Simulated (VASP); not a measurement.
# Ta4O (P4/mmm) in VASP: notebook, part 2 of 2

VASP 6.6.1.

### 3 Single point, PBEsol

INCAR reads:

```
  ALGO = Normal
  EDIFF = 1E-6
  ENCUT = 520
  GGA = PS
  ISIF = 2
  ISMEAR = 1
  LASPH = T
  LCHARG = T
  LELF = T
  LREAL = F
  LVHAR = T
  LWAVE = F
  NBANDS = 33
  NELM = 100
  PREC = Accurate
  SIGMA = 0.2
```

KPOINTS reads:

```
k-points
0
Gamma
  12 12 6
```

POSCAR reads:

```
Ta4O
1.0
    3.2574970000      0.0000000000      0.0000000000
    0.0000000000      3.2574970000      0.0000000000
    0.0000000000      0.0000000000      7.4093410000
Ta O
4 1
Direct
    0.0000000000      0.0000000000      0.5000000000
    0.5000000000      0.5000000000      0.7831580000
    0.5000000000      0.5000000000      0.2168420000
    0.0000000000      0.0000000000      0.0000000000
    0.5000000000      0.5000000000      0.5000000000
```

Potentials or basis: VASP PAW PBE potentials, release 64 (Ta_pv, O).

On the command line:

```sh
$ cat potpaw_PBE.64/Ta_pv/POTCAR potpaw_PBE.64/O/POTCAR > POTCAR
$ mpirun -np 1 vasp_std > vasp.out
```

OUTCAR:

```text
EDIFF = 1E-6
   ENCUT = 520
   GGA = PS
   ISIF = 2
   ISMEAR = 1
   LASPH = T
   LREAL = F
   NELM = 100
   PREC = Accurate

 ion  position               nearest neighbor table
   1  0.000  0.000  0.500-   5 2.30   5 2.30   5 2.30   5 2.30   3 3.12   3 3.12   2 3.12   3 3.12
                             2 3.12   2 3.12   3 3.12   2 3.12
   2  0.500  0.500  0.783-   5 2.10   4 2.81   4 2.81   4 2.81   4 2.81   1 3.12   1 3.12   1 3.12
                             1 3.12   3 3.21
   3  0.500  0.500  0.217-   5 2.10   4 2.81   4 2.81   4 2.81   4 2.81   1 3.12   1 3.12   1 3.12
                             1 3.12   2 3.21
   4  0.000  0.000  0.000-   2 2.81   3 2.81   2 2.81   3 2.81   2 2.81   3 2.81   2 2.81   3 2.81

   5  0.500  0.500  0.500-   2 2.10   3 2.10   1 2.30   1 2.30   1 2.30   1 2.30

  LATTYP: Found a simple tetragonal cell.
 ALAT       =     3.2574970000
 C/A-ratio  =     2.2745503680

  Lattice vectors:

 A1 = (   3.2574970000,   0.0000000000,   0.0000000000)
 A2 = (   0.0000000000,   3.2574970000,   0.0000000000)
 A3 = (   0.0000000000,   0.0000000000,   7.4093410000)

Analysis of symmetry for initial positions (statically):
=====================================================================
 Subroutine PRICEL returns:
 Original cell was already a primitive cell.

 Routine SETGRP: Setting up the symmetry group for a
 simple tetragonal supercell.

 Subroutine GETGRP returns: Found 16 space group operations
 (whereof 16 operations were pure point group operations)
 out of a pool of 16 trial point group operations.

The static configuration has the point symmetry D_4h.

Analysis of symmetry for dynamics (positions and initial velocities):
=====================================================================
 Subroutine PRICEL returns:
 Original cell was already a primitive cell.

 Routine SETGRP: Setting up the symmetry group for a
 simple tetragonal supercell.

 Subroutine GETGRP returns: Found 16 space group operations
 (whereof 16 operations were pure point group operations)
 out of a pool of 16 trial point group operations.

The dynamic configuration has the point symmetry D_4h.

 Subroutine INISYM returns: Found 16 space group operations
 (whereof 16 operations are pure point group operations),
 and found     1 'primitive' translations

----------------------------------------------------------------------------------------

                                     Primitive cell

  volume of cell :      78.6226

  direct lattice vectors                    reciprocal lattice vectors
     3.257497000  0.000000000  0.000000000     0.306984166  0.000000000  0.000000000
     0.000000000  3.257497000  0.000000000     0.000000000  0.306984166  0.000000000
     0.000000000  0.000000000  7.409341000     0.000000000  0.000000000  0.134964769

  length of vectors
     3.257497000  3.257497000  7.409341000     0.306984166  0.306984166  0.134964769

  position of ions in fractional coordinates (direct lattice)
     0.000000000  0.000000000  0.500000000
     0.500000000  0.500000000  0.783158000
     0.500000000  0.500000000  0.216842000
     0.000000000  0.000000000  0.000000000
     0.500000000  0.500000000  0.500000000

  ion indices of the primitive-cell ions
   primitive index   ion index
                 1           1
                 2           2
[... 33 lines left out ...]
  0.083333  0.000000  0.000000      4.000000
  0.166667  0.000000  0.000000      4.000000
  0.250000  0.000000  0.000000      4.000000
  0.333333  0.000000  0.000000      4.000000
  0.416667  0.000000  0.000000      4.000000
[... 16 lines left out ...]
  0.333333  0.333333  0.000000      4.000000
  0.416667  0.333333  0.000000      8.000000
 [... further k-points ...]
   k-points           NKPTS =    112   k-points in BZ     NKDIM =    112   number of bands    NBANDS=     33
   number of dos      NEDOS =    301   number of ions     NIONS =      5
   total plane-waves  NPLWV =  32256
   dimension x,y,z NGX =    24 NGY =   24 NGZ =   56
   dimension x,y,z NGXF=    48 NGYF=   48 NGZF=  112
   ions per type =               4   1
   NGX,Y,Z   is equivalent  to a cutoff of  12.25, 12.25, 12.56 a.u.
   NGXF,Y,Z  is equivalent  to a cutoff of  24.50, 24.50, 25.13 a.u.
 SYSTEM =  unknown system
   PREC   = accura    normal or accurate (medium, high low for compatibility)
   ISTART =      0    job   : 0-new  1-cont  2-samecut
   ICHARG =      2    charge: 1-file 2-atom 10-const
   ISPIN  =      1    spin polarized calculation?
   LNONCOLLINEAR =      F non collinear calculations
   LSORBIT =      F    spin-orbit coupling
   LASPH  =      T    aspherical Exc in radial PAW
   ENCUT  =  520.0 eV  38.22 Ry    6.18 a.u.   6.06  6.06 13.78*2*pi/ulx,y,z
   NELM   =    100;   NELMIN=  2; NELMDL= -5     # of ELM steps
   EDIFF  = 0.1E-05   stopping-criterion for ELM
   LREAL  =      F    real-space projection
   EDIFFG = 0.1E-04   stopping-criterion for IOM
   NSW    =      0    number of steps for IOM
   IBRION =     -1    ionic relax: 0-MD 1-quasi-New 2-CG
   NFREE  =      0    steps in history (QN), initial steepest desc. (CG)
   ISIF   =      2    stress and relaxation
   ISYM   =      2    0-nonsym 1-usesym 2-fastsym
   POTIM  = 0.5000    time-step for ionic-motion
   TEBEG  =    0.0;   TEEND  =   0.0 temperature during run
   PSTRESS=    0.0 pullay stress
   NELECT =      50.0000    total number of electrons
   NUPDOWN=      -1.0000    fix difference up-down
   EMIN   =  10.00;   EMAX   =-10.00  energy-range for DOS
   EFERMI =   0.00;   METHOD = LEGACY
   ISMEAR =     1;   SIGMA  =   0.20  broadening in eV -4-tet -1-fermi 0-gaus
   EFERMI_NEDOS =   21; number of points for ismear=-14 and -15
   IALGO  =     38    algorithm
   IMIX   =      4    mixing-type and parameters
     AMIX     =   0.40;   BMIX     =  1.00
     AMIX_MAG =   1.60;   BMIX_MAG =  1.00
  volume/ion in A,a.u.               =      15.72       106.11
  Fermi-wavevector in a.u.,A,eV,Ry     =   1.407826  2.660405 26.966391  1.981974
  Thomas-Fermi vector in A             =   2.530046
   LORBIT       =      0    0 simple, 1 ext, 2 COOP (PROOUT), +10 PAW based schemes
   GGA     = PS    functional components
   LHFCALC =     F    Hartree Fock is set to
   AEXX    =    0.0000 exact exchange contribution
   IVDW    =     0    specifies the selected vdW correction
   LEPSILON=     F    determine dielectric tensor
   LRPA    =     F    only Hartree local field effects (RPA)
 non-spin polarized calculation
 Methfessel and Paxton  Order N= 1 SIGMA  =   0.20
  energy-cutoff  :      520.00
  volume of cell :       78.62
 maximum number of plane-waves:      2144
   NGX = 13   NGY = 13   NGZ = 27

 number of electron      50.0000004 magnetization

 Free energy of the ion-electron system (eV)
  ---------------------------------------------------
  ext. energy  EPLUGINS =         0.00000000
  ---------------------------------------------------
  free energy    TOTEN  =       -58.49239000 eV

  energy without entropy =      -58.49669188  energy(sigma->0) =      -58.49382396

 E-fermi :   6.2350     XC(G=0): -12.7297

 val. band max:        6.2255090074   @ k =   0.0833   0.0000   0.0000
 cond. band min:       6.2413543556   @ k =   0.3333   0.0000   0.0000
 fundamental gap:      0.0158453481
 Fermi energy:         6.2349944713

 k-point     1 :       0.0000    0.0000    0.0000
  band No.  band energies     occupation
      1     -29.2765      2.00000
      2     -29.2765      2.00000
      3     -28.9147      2.00000
      4     -28.3536      2.00000
      5     -28.2284      2.00000
      6     -28.0157      2.00000
[... 853 lines left out ...]
     32      10.2024     -0.00000
     33      10.4526      0.00000

 [... further k-points ...]

------------------------ aborting loop because EDIFF is reached ----------------------------------------

  FORCE on cell =-STRESS in cart. coord.  units (eV):
  Direction    XX          YY          ZZ          XY          YZ          ZX
  --------------------------------------------------------------------------------------
  -------------------------------------------------------------------------------------
  Total       -3.7900709     -3.7900709     -4.0467848      0.0000000      0.0000000      0.0000000
  in kB      -77.2343135    -77.2343135    -82.4656458      0.0000000      0.0000000      0.0000000
  external PRESSURE =     -78.9780910 kB  Pullay stress =       0.0000000 kB

 VOLUME and BASIS-vectors are now :
 -----------------------------------------------------------------------------
  energy-cutoff  :      520.00
  volume of cell :       78.62
      direct lattice vectors                 reciprocal lattice vectors
     3.257497000  0.000000000  0.000000000     0.306984166  0.000000000  0.000000000
     0.000000000  3.257497000  0.000000000     0.000000000  0.306984166  0.000000000
     0.000000000  0.000000000  7.409341000     0.000000000  0.000000000  0.134964769

 POSITION                                       TOTAL-FORCE (eV/Angst)
 -----------------------------------------------------------------------------------
      0.00000      0.00000      3.70467        -0.000000     -0.000000     -0.000000
      1.62875      1.62875      5.80268        -0.000000      0.000000     -0.062069
      1.62875      1.62875      1.60666         0.000000      0.000000      0.062069
      0.00000      0.00000      0.00000        -0.000000     -0.000000     -0.000000
      1.62875      1.62875      3.70467        -0.000000     -0.000000     -0.000000
 -----------------------------------------------------------------------------------
    total drift:                                0.000000     -0.000000      0.000000

  FREE ENERGIE OF THE ION-ELECTRON SYSTEM (eV)
  ---------------------------------------------------
  free  energy   TOTEN  =       -58.4923899964 eV

  energy  without entropy=      -58.4966918808  energy(sigma->0) =      -58.49382396
```

OSZICAR:

```text
N       E                     dE             d eps       ncg     rms          rms(c)
DAV:   1     0.487243996177E+03    0.48724E+03   -0.27690E+04  7408   0.158E+03
DAV:   2    -0.374475451859E+02   -0.52469E+03   -0.50875E+03  8270   0.465E+02
DAV:   3    -0.625584520828E+02   -0.25111E+02   -0.24484E+02  9432   0.937E+01
DAV:   4    -0.630594724617E+02   -0.50102E+00   -0.49496E+00  9085   0.126E+01
DAV:   5    -0.630718803139E+02   -0.12408E-01   -0.12388E-01  9590   0.156E+00    0.306E+01
DAV:   6    -0.601979552421E+02    0.28739E+01   -0.27001E+01  9699   0.349E+01    0.151E+01
DAV:   7    -0.595314339013E+02    0.66652E+00   -0.17007E+01 10098   0.174E+01    0.105E+01
DAV:   8    -0.585210474960E+02    0.10104E+01   -0.37198E+00  9496   0.115E+01    0.246E+00
DAV:   9    -0.584942715875E+02    0.26776E-01   -0.36409E-01  9265   0.366E+00    0.706E-01
DAV:  10    -0.584931407378E+02    0.11308E-02   -0.28691E-02  9012   0.104E+00    0.396E-01
DAV:  11    -0.584925927056E+02    0.54803E-03   -0.55495E-03 10052   0.528E-01    0.945E-02
DAV:  12    -0.584924177302E+02    0.17498E-03   -0.15577E-03  9618   0.275E-01    0.532E-02
DAV:  13    -0.584924030482E+02    0.14682E-04   -0.16806E-04  9829   0.771E-02    0.309E-02
DAV:  14    -0.584923903021E+02    0.12746E-04   -0.87995E-05  9815   0.593E-02    0.520E-03
DAV:  15    -0.584923899964E+02    0.30567E-06   -0.29684E-06  7649   0.111E-02
   1 F= -.58492390E+02 E0= -.58493824E+02  d E =0.430188E-02
```

It took 4.6 min on 1 thread of Intel Xeon Platinum 8259CL at 2.50GHz (Skylake/Cascade Lake), shared host; peak memory 0.34 GiB.

Results:

- Free energy: -58.4924 eV
- Pressure: -7.9 GPa
- Largest force: 0.062 eV/Å
- Band gap on the k mesh: zero (bands 25 and 26 overlap by 0.98 eV)

Forces in eV/Å, atoms in the order of the input:
```
Ta   0.000  0.000  0.000
Ta   0.000  0.000 -0.062
Ta   0.000  0.000  0.062
Ta   0.000  0.000  0.000
O    0.000  0.000  0.000
```

Levels at points of the mesh, in eV from the Fermi level:
```tsv
k point	band 21	band 22	band 23	band 24	band 25	band 26	band 27	band 28	band 29	band 30
(0.00, 0.00, 0.00)	-2.61	-1.54	-0.45	-0.45	-0.23	0.49	1.05	1.05	1.29	1.61
(0.50, 0.00, 0.00)	-1.47	-1.09	-0.92	-0.66	0.23	0.92	0.94	1.34	1.74	1.95
(0.50, 0.50, 0.00)	-2.01	-1.48	-1.48	-0.65	-0.65	1.63	2.38	2.78	2.78	3.20
(0.00, 0.00, 0.50)	-3.47	-0.55	-0.52	-0.52	0.13	0.69	0.69	0.77	1.07	1.82
(0.50, 0.00, 0.50)	-1.69	-1.17	-1.00	-0.62	-0.42	1.04	1.31	1.56	1.85	2.33
(0.50, 0.50, 0.50)	-2.71	-1.68	-1.68	0.05	0.05	1.63	1.94	1.94	2.89	3.20
```

Caveat: the cell stands under tension; the PAW data sets were made with another functional, which shifts forces and pressure a little; spin-orbit coupling is left out, which moves the levels of the heavy elements.

### 4 Single point, PBEsol

INCAR reads:

```
SYSTEM = Ta4O
  ALGO = Normal
  EDIFF = 1E-6
  ENCUT = 520
  GGA = PS
  ISIF = 2
  ISMEAR = 1
  LASPH = .TRUE.
  LCHARG = .FALSE.
  LREAL = .FALSE.
  LWAVE = .FALSE.
  NBANDS = 33
  NELM = 100
  PREC = Accurate
  SIGMA = 0.5
```

KPOINTS reads:

```
k-points
0
G
  12 12 6
  0 0 0
```

POSCAR is that of step 3.

Potentials or basis: VASP PAW PBE potentials, release 64 (Ta_pv, O).

On the command line:

```sh
$ cat potpaw_PBE.64/Ta_pv/POTCAR potpaw_PBE.64/O/POTCAR > POTCAR
$ mpirun -np 1 vasp_std > vasp.out
```

OUTCAR:

```text
SYSTEM = Ta4O
   EDIFF = 1E-6
   ENCUT = 520
   GGA = PS
   ISIF = 2
   ISMEAR = 1
   LASPH = .TRUE.
   LREAL = .FALSE.
   NELM = 100
   PREC = Accurate

 ion  position               nearest neighbor table
   1  0.000  0.000  0.500-   5 2.30   5 2.30   5 2.30   5 2.30   3 3.12   3 3.12   2 3.12   3 3.12
                             2 3.12   2 3.12   3 3.12   2 3.12
   2  0.500  0.500  0.783-   5 2.10   4 2.81   4 2.81   4 2.81   4 2.81   1 3.12   1 3.12   1 3.12
                             1 3.12   3 3.21
   3  0.500  0.500  0.217-   5 2.10   4 2.81   4 2.81   4 2.81   4 2.81   1 3.12   1 3.12   1 3.12
                             1 3.12   2 3.21
   4  0.000  0.000  0.000-   2 2.81   3 2.81   2 2.81   3 2.81   2 2.81   3 2.81   2 2.81   3 2.81

   5  0.500  0.500  0.500-   2 2.10   3 2.10   1 2.30   1 2.30   1 2.30   1 2.30

  LATTYP: Found a simple tetragonal cell.
 ALAT       =     3.2574970000
 C/A-ratio  =     2.2745503680

  Lattice vectors:

 A1 = (   3.2574970000,   0.0000000000,   0.0000000000)
 A2 = (   0.0000000000,   3.2574970000,   0.0000000000)
 A3 = (   0.0000000000,   0.0000000000,   7.4093410000)

[... 181 lines left out ...]

 val. band max:        6.2199305477   @ k =   0.2500   0.0000   0.0000
 cond. band min:       6.2425146336   @ k =   0.3333   0.0000   0.0000
 fundamental gap:      0.0225840859
 Fermi energy:         6.2366521708

 k-point     1 :       0.0000    0.0000    0.0000
  band No.  band energies     occupation
      1     -29.2963      2.00000
      2     -29.2963      2.00000
      3     -28.9233      2.00000
      4     -28.3480      2.00000
      5     -28.2245      2.00000
      6     -28.0120      2.00000
[... 853 lines left out ...]
     32      10.2004     -0.00000
     33      10.4529     -0.00000

 [... further k-points ...]

------------------------ aborting loop because EDIFF is reached ----------------------------------------

  FORCE on cell =-STRESS in cart. coord.  units (eV):
  Direction    XX          YY          ZZ          XY          YZ          ZX
  --------------------------------------------------------------------------------------
  -------------------------------------------------------------------------------------
  Total       -3.8191877     -3.8191877     -4.0678828      0.0000000      0.0000000      0.0000000
  in kB      -77.8276563    -77.8276563    -82.8955816      0.0000000      0.0000000      0.0000000
  external PRESSURE =     -79.5169648 kB  Pullay stress =       0.0000000 kB

 VOLUME and BASIS-vectors are now :
 -----------------------------------------------------------------------------
  energy-cutoff  :      520.00
  volume of cell :       78.62
      direct lattice vectors                 reciprocal lattice vectors
     3.257497000  0.000000000  0.000000000     0.306984166  0.000000000  0.000000000
     0.000000000  3.257497000  0.000000000     0.000000000  0.306984166  0.000000000
     0.000000000  0.000000000  7.409341000     0.000000000  0.000000000  0.134964769

 POSITION                                       TOTAL-FORCE (eV/Angst)
 -----------------------------------------------------------------------------------
      0.00000      0.00000      3.70467         0.000000      0.000000      0.000000
      1.62875      1.62875      5.80268        -0.000000      0.000000     -0.035486
      1.62875      1.62875      1.60666         0.000000     -0.000000      0.035486
      0.00000      0.00000      0.00000         0.000000      0.000000      0.000000
      1.62875      1.62875      3.70467         0.000000      0.000000      0.000000
 -----------------------------------------------------------------------------------
    total drift:                                0.000000     -0.000000      0.000000

  FREE ENERGIE OF THE ION-ELECTRON SYSTEM (eV)
  ---------------------------------------------------
  free  energy   TOTEN  =       -58.4743345590 eV

  energy  without entropy=      -58.5387801296  energy(sigma->0) =      -58.49581642
```

Run time: 3.9 min. Hardware: 1 thread of Intel Xeon Platinum 8259CL at 2.50GHz (Skylake/Cascade Lake), shared host; peak memory 0.34 GiB.

What came out:

| Item | Value |
| --- | --- |
| Free energy | -58.4743 eV |
| Pressure | -8.0 GPa |
| Largest force | 0.035 eV/Å |
| Band gap on the k mesh | zero (bands 25 and 26 overlap by 0.98 eV) |

Forces on the atoms (eV/Å):
```
Ta   0.000  0.000  0.000
Ta   0.000  0.000 -0.035
Ta   0.000  0.000  0.035
Ta   0.000  0.000  0.000
O    0.000  0.000  0.000
```

Stress tensor (GPa, compression positive):
```
-7.78  0.00  0.00
 0.00 -7.78  0.00
 0.00  0.00 -8.29
```

Caveat: the cell stands under tension; so wide a smearing shifts energies and pressures; the PAW data sets were made with another functional, which shifts forces and pressure a little; spin-orbit coupling is left out, which moves the levels of the heavy elements.

### 5 Summary

```tsv
k mesh	smearing	gap on the mesh (eV)	pressure (GPa)	largest force (eV/Å)
16 × 16 × 8	gaussian 0.1 eV	none	-7.8	0.05
12 × 12 × 6	methfessel-paxton 0.2 eV	none	-7.9	0.06
12 × 12 × 6	methfessel-paxton 0.5 eV	none	-8.0	0.04
```

Alike in all rows: task single point; level PBEsol; potentials or basis VASP PAW PBE potentials, release 64 (Ta_pv, O); no spin polarisation; cell as given; cutoff (eV) 520.

Caveats: the cell stands under tension; the PAW data sets were made with another functional, which shifts forces and pressure a little; spin-orbit coupling is left out, which moves the levels of the heavy elements; so wide a smearing shifts energies and pressures (at least some runs).

Total energies depend on the potentials used, so only differences within one code and one set of settings carry meaning.
